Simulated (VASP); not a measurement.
Runs of VASP 6.6.1 on Sn. The structure is that of space group I4_1/amd (No. 141), or close to it. The cells are those of the table. 

```tsv
cell	further INCAR settings	gap on the mesh (eV)	pressure (GPa)
a = 4.726, b = 4.726, c = 4.441 Å, angles 62.0, 62.0, 56.0°, 2 atoms	ALGO = Fast; EDIFF = 1e-07; NBANDS = 21	none	0.0
a = 4.629, b = 4.629, c = 4.811 Å, angles 58.7, 58.7, 62.6°, 2 atoms	ALGO = Fast; EDIFF = 1e-07; NBANDS = 21	none	-1.6
a = 4.814, b = 4.814, c = 4.626 Å, angles 61.3, 61.3, 57.4°, 2 atoms	ALGO = Fast; EDIFF = 1e-06; NBANDS = 21	none	(a)
a = 4.542, b = 4.542, c = 4.811 Å, angles 58.0, 58.0, 64.0°, 2 atoms	ALGO = Fast; EDIFF = 1e-06; NBANDS = 21	none	(b)
a = 4.904, b = 4.904, c = 4.996 Å, angles 59.4, 59.4, 61.2°, 2 atoms	ALGO = Fast; EDIFF = 1e-07; NBANDS = 21	none	-5.1
```

Alike in all rows: task single point; level PBEsol; potentials or basis VASP PAW PBE potentials, release 64 (Sn_d); no spin polarisation; k mesh 16 × 16 × 16; cutoff (eV) 520; smearing gaussian 0.15 eV.

Question: Estimate the missing entries.

Answer: (a) -2.8; (b) -0.1.

Caveats: the PAW data sets were made with another functional, which shifts forces and pressure a little; spin-orbit coupling is left out, which moves the levels of the heavy elements; the cell stands under tension (at least some runs).

A k mesh can miss the band edges, and the runs leave out spin-orbit coupling on Sn.

A gap of «none» marks levels without a gap at the run's occupations.
